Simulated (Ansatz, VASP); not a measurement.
**One calculation of WC, two programs**

Contents of INCAR:

```
SYSTEM = WC
  PREC = Accurate
  ENCUT = 520
  EDIFF = 1E-6
  ISMEAR = -1
  SIGMA = 0.05
  LREAL = .FALSE.
  LASPH = .TRUE.
  NELM = 60
  ALGO = Normal
  ISIF = 2
  LWAVE = .FALSE.
  LCHARG = .FALSE.
  GGA = CA
  NBANDS = 16
```

KPOINTS

```
Automatic mesh
0
G
  10 10 9
  0 0 0
```

The input POSCAR:

```
WC
1.0
    2.9635046684      0.0000000000      0.0000000000
   -1.4817523342      2.5664703270      0.0000000000
    0.0000000000      0.0000000000      2.8922337321
W C
1 1
Direct
    0.0000000000      0.0000000000      0.0000000000
    0.6666666667      0.3333333333      0.5000000000
```

Contents of input.yaml:

```yaml
crystal:
  lattice:
    - [2.9635046684, 0.0, 0.0]
    - [-1.4817523342, 2.566470327, 0.0]
    - [0.0, 0.0, 2.8922337321]
  atoms:
    - { symbol: W, position: [0.0, 0.0, 0.0] }
    - { symbol: C, position: [0.6666666667, 0.3333333333, 0.5] }
kpoints:
  mp_grid: { grid: [10, 10, 9] }
scf:
  occupations: { method: fermi_dirac, width: 0.05 }
hamiltonian:
  xc: lda
  pseudopotentials: { kind: all_electron, lapw: { basis_error: 0.001 } }
output:
  forces: true
  stress: true
  eigenvalues: true
```

Change from the starting cell: volume scaled by 1.06.

Alike in both runs: task single point; functional LDA; k mesh 10 × 10 × 9; occupations fermi-dirac, width 0.05 eV; no spin polarisation.

|  | VASP | Ansatz |
| --- | --- | --- |
| version | VASP 6.6.1 | Ansatz 0.2.0 |
| potentials or method | VASP PAW LDA potentials, release 64 (W_sv, C), cutoff 520 eV | all-electron LAPW, scalar-relativistic |

```csv
,VASP,Ansatz,Ansatz less VASP
gap on the k mesh at the Fermi level (eV),none,none,-
pressure (GPa),-27.5,-29.4,-1.91
"traceless stress, the component that is largest in VASP (GPa)",-3.59,-3.87,-0.271
```

LDA's correlation is that of Perdew and Zunger in VASP and of Perdew and Wang (1992) in Ansatz. A gap of «none» marks a metal or a gap that the smearing closes. Ansatz ran all-electron here, and VASP with PAW potentials.

Neither program's run includes spin-orbit coupling.
